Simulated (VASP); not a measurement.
# ZnIr2O4 (Fd-3m) in VASP: single point with r2SCAN

Aim: the single point of ZnIr2O4 with r2SCAN.

All numbers are computed with VASP 6.6.1; they aren't measurements. Logs are shortened: lines on timing, memory, paths and dates and some standing lists are left out, and cuts for length are marked.

**1. The cell of the first run**

The structure is cubic, space group Fd-3m (No. 227). Conventional cell: a = 8.636 Å, b = 8.636 Å, c = 8.636 Å, α = 90.00°, β = 90.00°, γ = 90.00°. Within 2.7 Å of Zn (site symmetry -43m) lie 4 O at 2.02 Å. Ir (site symmetry -3m) has 6 O at 2.07 Å within 2.7 Å. O (site symmetry 3m) has 1 Zn at 2.02 Å and 3 Ir at 2.07 Å and 3 O at 2.80 Å within 2.9 Å.

**2. Single point, r2SCAN**

Input file POSCAR:

```
ZnIr2O4
1.0
    0.0000000000      4.3177924542      4.3177924542
    4.3177924542      0.0000000000      4.3177924542
    4.3177924542      4.3177924542      0.0000000000
Zn Ir O
2 4 8
Direct
    0.7500000000      0.7500000000      0.7500000000
    0.5000000000      0.5000000000      0.5000000000
    0.1250000000      0.1250000000      0.6250000000
    0.1250000000      0.6250000000      0.1250000000
    0.6250000000      0.1250000000      0.1250000000
    0.1250000000      0.1250000000      0.1250000000
    0.3646466651      0.3646466651      0.9060600048
    0.3646466651      0.9060600048      0.3646466651
    0.9060600048      0.3646466651      0.3646466651
    0.3646466651      0.3646466651      0.3646466651
    0.8853533349      0.8853533349      0.3439399952
    0.8853533349      0.3439399952      0.8853533349
    0.3439399952      0.8853533349      0.8853533349
    0.8853533349      0.8853533349      0.8853533349
```

Input file INCAR.step1:

```
PREC = Accurate
ENCUT = 520
ISMEAR = 0
SIGMA = 0.01
LREAL = F
LASPH = T
NELM = 60
NBANDS = 67
GGA = PE
ALGO = Normal
EDIFF = 1E-4
LWAVE = T
LCHARG = F
```

Input file INCAR.step2:

```
PREC = Accurate
ENCUT = 520
EDIFF = 1E-6
ISMEAR = 0
SIGMA = 0.01
LREAL = F
LASPH = T
NELM = 60
ALGO = Normal
ISIF = 2
LWAVE = F
LCHARG = F
METAGGA = R2SCAN
LMIXTAU = T
NBANDS = 67
ISTART = 1
```

Input file KPOINTS:

```
regular mesh
0
Gamma
  6 6 6
```

Potentials or basis: VASP PAW PBE potentials, release 64 (Zn, Ir, O).

Command:

```bash
> cat potpaw_PBE.64/Zn/POTCAR potpaw_PBE.64/Ir/POTCAR potpaw_PBE.64/O/POTCAR > POTCAR
> cp INCAR.step1 INCAR
> mpirun -np 1 vasp_std > vasp.out
> cp INCAR.step2 INCAR
> mpirun -np 1 vasp_std > vasp.out
```

OUTCAR:

```text
PREC = Accurate
   ENCUT = 520
   EDIFF = 1E-6
   ISMEAR = 0
   LREAL = F
   LASPH = T
   NELM = 60
   ISIF = 2
   METAGGA = R2SCAN
   ISTART = 1

 ion  position               nearest neighbor table
   1  0.750  0.750  0.750-  14 2.02  12 2.02  13 2.02  11 2.02
   2  0.500  0.500  0.500-  10 2.02   8 2.02   9 2.02   7 2.02
   3  0.125  0.125  0.625-   8 2.07   9 2.07  12 2.07  13 2.07  10 2.07  14 2.07   6 3.05   4 3.05
                             5 3.05   6 3.05   4 3.05   5 3.05
   4  0.125  0.625  0.125-   7 2.07   9 2.07  11 2.07  13 2.07  10 2.07  14 2.07   6 3.05   3 3.05
                             3 3.05   5 3.05   6 3.05   5 3.05
   5  0.625  0.125  0.125-   7 2.07   8 2.07  11 2.07  12 2.07  10 2.07  14 2.07   6 3.05   3 3.05
                             4 3.05   3 3.05   4 3.05   6 3.05
   6  0.125  0.125  0.125-   7 2.07   8 2.07   9 2.07  11 2.07  12 2.07  13 2.07   3 3.05   4 3.05
                             5 3.05   3 3.05   4 3.05   5 3.05
   7  0.365  0.365  0.906-   2 2.02   4 2.07   5 2.07   6 2.07
   8  0.365  0.906  0.365-   2 2.02   3 2.07   5 2.07   6 2.07
   9  0.906  0.365  0.365-   2 2.02   3 2.07   4 2.07   6 2.07
  10  0.365  0.365  0.365-   2 2.02   3 2.07   4 2.07   5 2.07
  11  0.885  0.885  0.344-   1 2.02   4 2.07   5 2.07   6 2.07
  12  0.885  0.344  0.885-   1 2.02   3 2.07   5 2.07   6 2.07
  13  0.344  0.885  0.885-   1 2.02   3 2.07   4 2.07   6 2.07
  14  0.885  0.885  0.885-   1 2.02   3 2.07   4 2.07   5 2.07

  LATTYP: Found a face centered cubic cell.
 ALAT       =     8.6355849084

  Lattice vectors:

 A1 = (   0.0000000000,   4.3177924542,   4.3177924542)
 A2 = (   4.3177924542,   0.0000000000,   4.3177924542)
 A3 = (   4.3177924542,   4.3177924542,   0.0000000000)

Analysis of symmetry for initial positions (statically):
=====================================================================
 Subroutine PRICEL returns:
 Original cell was already a primitive cell.

 Routine SETGRP: Setting up the symmetry group for a
 face centered cubic supercell.

 Subroutine GETGRP returns: Found 48 space group operations
 (whereof 24 operations were pure point group operations)
 out of a pool of 48 trial point group operations.

The static configuration has the point symmetry T_d .
 The point group associated with its full space group is O_h .

Analysis of symmetry for dynamics (positions and initial velocities):
=====================================================================
 Subroutine PRICEL returns:
 Original cell was already a primitive cell.

 Routine SETGRP: Setting up the symmetry group for a
 face centered cubic supercell.

 Subroutine GETGRP returns: Found 48 space group operations
 (whereof 24 operations were pure point group operations)
 out of a pool of 48 trial point group operations.

The dynamic configuration has the point symmetry T_d .
 The point group associated with its full space group is O_h .

 Subroutine INISYM returns: Found 48 space group operations
 (whereof 24 operations are pure point group operations),
 and found     1 'primitive' translations

----------------------------------------------------------------------------------------

                                     Primitive cell

  volume of cell :     160.9961

  direct lattice vectors                    reciprocal lattice vectors
     0.000000000  4.317792454  4.317792454    -0.115799915  0.115799915  0.115799915
     4.317792454  0.000000000  4.317792454     0.115799915 -0.115799915  0.115799915
     4.317792454  4.317792454  0.000000000     0.115799915  0.115799915 -0.115799915

  length of vectors
     6.106280648  6.106280648  6.106280648     0.200571337  0.200571337  0.200571337

  position of ions in fractional coordinates (direct lattice)
     0.750000000  0.750000000  0.750000000
     0.500000000  0.500000000  0.500000000
     0.125000000  0.125000000  0.625000000
     0.125000000  0.625000000  0.125000000
     0.625000000  0.125000000  0.125000000
     0.125000000  0.125000000  0.125000000
[... 30 lines left out ...]
Automatic generation of k-mesh.
 Grid dimensions read from file:
 generate k-points for:    6    6    6

 Generating k-lattice:

  Cartesian coordinates                     Fractional coordinates (reciprocal lattice)
    -0.019299986  0.019299986  0.019299986     0.166666667  0.000000000  0.000000000
     0.019299986 -0.019299986  0.019299986     0.000000000  0.166666667  0.000000000
     0.019299986  0.019299986 -0.019299986     0.000000000  0.000000000  0.166666667

  Length of vectors
     0.033428556  0.033428556  0.033428556

  Shift w.r.t. Gamma in fractional coordinates (k-lattice)
     0.000000000  0.000000000  0.000000000

 Subroutine IBZKPT returns following result:
 ===========================================

 Found     16 irreducible k-points:

 Following reciprocal coordinates:
            Coordinates               Weight
  0.000000  0.000000  0.000000      1.000000
  0.166667  0.000000  0.000000      8.000000
  0.333333  0.000000  0.000000      8.000000
  0.500000  0.000000  0.000000      4.000000
  0.166667  0.166667  0.000000      6.000000
  0.333333  0.166667  0.000000     24.000000
[... 8 lines left out ...]
 -0.333333  0.333333  0.166667     24.000000
 -0.333333  0.500000  0.166667     12.000000
   k-points           NKPTS =     16   k-points in BZ     NKDIM =     16   number of bands    NBANDS=     67
   number of dos      NEDOS =    301   number of ions     NIONS =     14
   total plane-waves  NPLWV = 110592
   dimension x,y,z NGX =    48 NGY =   48 NGZ =   48
   dimension x,y,z NGXF=    96 NGYF=   96 NGZF=   96
   ions per type =               2   4   8
   NGX,Y,Z   is equivalent  to a cutoff of  13.07, 13.07, 13.07 a.u.
   NGXF,Y,Z  is equivalent  to a cutoff of  26.14, 26.14, 26.14 a.u.
 SYSTEM =  unknown system
   PREC   = accura    normal or accurate (medium, high low for compatibility)
   ISTART =      1    job   : 0-new  1-cont  2-samecut
   ICHARG =      0    charge: 1-file 2-atom 10-const
   ISPIN  =      1    spin polarized calculation?
   LNONCOLLINEAR =      F non collinear calculations
   LSORBIT =      F    spin-orbit coupling
   LASPH  =      T    aspherical Exc in radial PAW
   ENCUT  =  520.0 eV  38.22 Ry    6.18 a.u.  11.35 11.35 11.35*2*pi/ulx,y,z
   NELM   =     60;   NELMIN=  2; NELMDL=  0     # of ELM steps
   EDIFF  = 0.1E-05   stopping-criterion for ELM
   LREAL  =      F    real-space projection
   EDIFFG = 0.1E-04   stopping-criterion for IOM
   NSW    =      0    number of steps for IOM
   IBRION =     -1    ionic relax: 0-MD 1-quasi-New 2-CG
   NFREE  =      0    steps in history (QN), initial steepest desc. (CG)
   ISIF   =      2    stress and relaxation
   ISYM   =      2    0-nonsym 1-usesym 2-fastsym
   POTIM  = 0.5000    time-step for ionic-motion
   TEBEG  =    0.0;   TEEND  =   0.0 temperature during run
   PSTRESS=    0.0 pullay stress
   NELECT =     108.0000    total number of electrons
   NUPDOWN=      -1.0000    fix difference up-down
   EMIN   =  10.00;   EMAX   =-10.00  energy-range for DOS
   EFERMI =   0.00;   METHOD = LEGACY
   ISMEAR =     0;   SIGMA  =   0.01  broadening in eV -4-tet -1-fermi 0-gaus
   EFERMI_NEDOS =   21; number of points for ismear=-14 and -15
   IALGO  =     38    algorithm
   IMIX   =      4    mixing-type and parameters
     AMIX     =   0.40;   BMIX     =  1.00
     AMIX_MAG =   1.60;   BMIX_MAG =  1.00
  volume/ion in A,a.u.               =      11.50        77.60
  Fermi-wavevector in a.u.,A,eV,Ry     =   1.433104  2.708174 27.943463  2.053787
  Thomas-Fermi vector in A             =   2.552659
   LORBIT       =      0    0 simple, 1 ext, 2 COOP (PROOUT), +10 PAW based schemes
   METAGGA = R2SCAN    functional components
   LHFCALC =     F    Hartree Fock is set to
   AEXX    =    0.0000 exact exchange contribution
   IVDW    =     0    specifies the selected vdW correction
   LEPSILON=     F    determine dielectric tensor
   LRPA    =     F    only Hartree local field effects (RPA)
 non-spin polarized calculation
 Gauss-broadening in eV      SIGMA  =   0.01
  energy-cutoff  :      520.00
  volume of cell :      161.00
 maximum number of plane-waves:      4356
 NGX is ok and might be reduce to    48
   NGX = 23   NGY = 23   NGZ = 23

 number of electron     108.0000005 magnetization

 Free energy of the ion-electron system (eV)
  ---------------------------------------------------
  ext. energy  EPLUGINS =         0.00000000
  ---------------------------------------------------
  free energy    TOTEN  =      -286.71466675 eV

  energy without entropy =     -286.71466675  energy(sigma->0) =     -286.71466675

 E-fermi :   5.1730     XC(G=0): -12.4990

 val. band max:        5.1202562911   @ k =   0.5000   0.5000   0.0000
 cond. band min:       6.2177422747   @ k =   0.0000   0.0000   0.0000
 fundamental gap:      1.0974859836
 Fermi energy:         5.1730175258

 k-point     1 :       0.0000    0.0000    0.0000
  band No.  band energies     occupation
      1     -16.6838      2.00000
      2     -15.7494      2.00000
      3     -15.7493      2.00000
      4     -15.7493      2.00000
      5     -15.3759      2.00000
      6     -15.2348      2.00000
[... 1093 lines left out ...]
     65      11.2787      0.00000
     66      11.2787      0.00000
 [bands above 66 left out]

------------------------ aborting loop because EDIFF is reached ----------------------------------------

  FORCE on cell =-STRESS in cart. coord.  units (eV):
  Direction    XX          YY          ZZ          XY          YZ          ZX
  --------------------------------------------------------------------------------------
  -------------------------------------------------------------------------------------
  Total        2.7442927      2.7442927      2.7442927      0.0000000      0.0000000      0.0000000
  in kB       27.3102529     27.3102529     27.3102529      0.0000000      0.0000000      0.0000000
  external PRESSURE =      27.3102529 kB  Pullay stress =       0.0000000 kB

 VOLUME and BASIS-vectors are now :
 -----------------------------------------------------------------------------
  energy-cutoff  :      520.00
  volume of cell :      161.00
      direct lattice vectors                 reciprocal lattice vectors
     0.000000000  4.317792454  4.317792454    -0.115799915  0.115799915  0.115799915
     4.317792454  0.000000000  4.317792454     0.115799915 -0.115799915  0.115799915
     4.317792454  4.317792454  0.000000000     0.115799915  0.115799915 -0.115799915

 POSITION                                       TOTAL-FORCE (eV/Angst)
 -----------------------------------------------------------------------------------
      6.47669      6.47669      6.47669        -0.000000     -0.000000     -0.000000
      4.31779      4.31779      4.31779        -0.000000     -0.000000     -0.000000
      3.23834      3.23834      1.07945        -0.000000     -0.000000     -0.000000
      3.23834      1.07945      3.23834        -0.000000     -0.000000     -0.000000
      1.07945      3.23834      3.23834        -0.000000     -0.000000     -0.000000
      1.07945      1.07945      1.07945        -0.000000     -0.000000     -0.000000
      5.48665      5.48665      3.14894        -0.103605     -0.103605      0.103605
      5.48665      3.14894      5.48665        -0.103605      0.103605     -0.103605
      3.14894      5.48665      5.48665         0.103605     -0.103605     -0.103605
      3.14894      3.14894      3.14894         0.103605      0.103605      0.103605
      5.30783      5.30783      7.64554         0.103605      0.103605     -0.103605
      5.30783      7.64554      5.30783         0.103605     -0.103605      0.103605
      7.64554      5.30783      5.30783        -0.103605      0.103605      0.103605
      7.64554      7.64554      7.64554        -0.103605     -0.103605     -0.103605
 -----------------------------------------------------------------------------------
    total drift:                               -0.000000     -0.000000      0.000000

  FREE ENERGIE OF THE ION-ELECTRON SYSTEM (eV)
  ---------------------------------------------------
  free  energy   TOTEN  =      -286.7146667468 eV

  energy  without entropy=     -286.7146667468  energy(sigma->0) =     -286.71466675
```

Wall time 16 min (1 thread of AMD EPYC 7R13, shared host); peak memory 0.42 GiB.

What came out:

| Quantity | Value |
| --- | --- |
| Free energy | -286.7147 eV |
| Pressure | 2.7 GPa |
| Largest force | 0.179 eV/Å |
| Band gap on the k mesh | 1.10 eV (least direct gap 1.20 eV) |

Forces on the atoms (eV/Å):
```
Zn   0.000  0.000  0.000
Zn   0.000  0.000  0.000
Ir   0.000  0.000  0.000
Ir   0.000  0.000  0.000
Ir   0.000  0.000  0.000
Ir   0.000  0.000  0.000
O   -0.104 -0.104  0.104
O   -0.104  0.104 -0.104
O    0.104 -0.104 -0.104
O    0.104  0.104  0.104
O    0.104  0.104 -0.104
O    0.104 -0.104  0.104
O   -0.104  0.104  0.104
O   -0.104 -0.104 -0.104
```

Caveat: the PAW data sets were made with another functional, which shifts forces and pressure a little; spin-orbit coupling is left out, which moves the levels of the heavy elements. A k mesh can miss the band edges.
